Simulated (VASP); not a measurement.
**TlSbS4: single point with r2SCAN**

The system is TlSbS4.

```
Tl Sb S
1.0
     0.00000    3.96416    3.96416
     3.96416    0.00000    3.96416
     3.96416    3.96416    0.00000
Tl Sb S
1 1 4
Direct
  0.00000 0.00000 0.00000
  0.75000 0.75000 0.75000
  0.37767 0.86700 0.37767
  0.37767 0.37767 0.86700
  0.37767 0.37767 0.37767
  0.86700 0.37767 0.37767
```

```json
{"Program": "VASP 6.6.1", "Task": "single point", "Functional": "r2SCAN", "Potentials or basis": "VASP PAW PBE potentials, release 64 (Tl_d, Sb, S)", "Cutoff": "520 eV", "k mesh": "8 × 8 × 8", "Occupations": "gaussian, width 0.1 eV", "Spin": "no spin polarisation"}
```

```
Pressure               : -0.2 GPa
Largest force          : 0.014 eV/Å
Band gap on the k mesh : zero (band 21 reaches 7.49 eV, above the bottom of band 22 at 6.68 eV)
```

Forces on the atoms (eV/Å):
```
Tl   0.000  0.000  0.000
Sb   0.000  0.000  0.000
S   -0.008  0.008 -0.008
S   -0.008 -0.008  0.008
S    0.008  0.008  0.008
S    0.008 -0.008 -0.008
```

Levels at points of the mesh, in eV from the Fermi level:
```csv
k point,band 18,band 19,band 20,band 21,band 22,band 23,band 24,band 25
"(0.00, 0.00, 0.00)",-1.31,-1.31,-1.31,0.58,0.58,0.58,1.68,1.68
"(0.50, 0.00, 0.00)",-2.49,-2.49,-1.48,-0.02,0.64,0.82,0.82,1.92
"(0.50, 0.50, 0.00)",-2.31,-2.20,-1.86,-1.43,0.45,1.00,1.00,1.47
```

It took 11 min on 1 thread of Oxide Virtual Turin-like Processor, with other jobs on the host, peak memory 0.31 GiB.

Caveat: the PAW data sets were made with another functional, which shifts forces and pressure a little; spin-orbit coupling is left out, which moves the levels of the heavy elements.
